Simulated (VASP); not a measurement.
A run of VASP 6.6.1 is set up as follows.

Contents of INCAR:

```
  PREC = Accurate
  ENCUT = 520
  EDIFF = 1E-6
  ISMEAR = -1
  SIGMA = 0.05
  LREAL = F
  LASPH = T
  NELM = 80
  ALGO = Normal
  ISIF = 2
  LWAVE = F
  LCHARG = F
  GGA = PE
  NBANDS = 34
```

KPOINTS

```
Automatic mesh
0
Gamma
  7 7 7
```

The input POSCAR:

```
Ge3Pd
1.0
    4.0574681928      0.0000000000      0.0000000000
    0.0000000000      4.0574681928      0.0000000000
    0.0000000000      0.0000000000      4.0574681928
Pd Ge
1 3
Direct
    0.0000000000      0.0000000000      0.0000000000
    0.5000000000      0.5000000000      0.0000000000
    0.5000000000      0.0000000000      0.5000000000
    0.0000000000      0.5000000000      0.5000000000
```

Potentials or basis: VASP PAW PBE potentials, release 64 (Pd, Ge_d).

The run is started by

```bash
$ cat potpaw_PBE.64/Pd/POTCAR potpaw_PBE.64/Ge_d/POTCAR > POTCAR
$ mpirun -np 1 vasp_std > vasp.out
```

Q: What does it give for the pressure?

A: 6.3 GPa.

Q: What does it give for the band gap on the k mesh?

A: Zero (band 26 reaches 8.60 eV, above the bottom of band 27 at 6.87 eV).
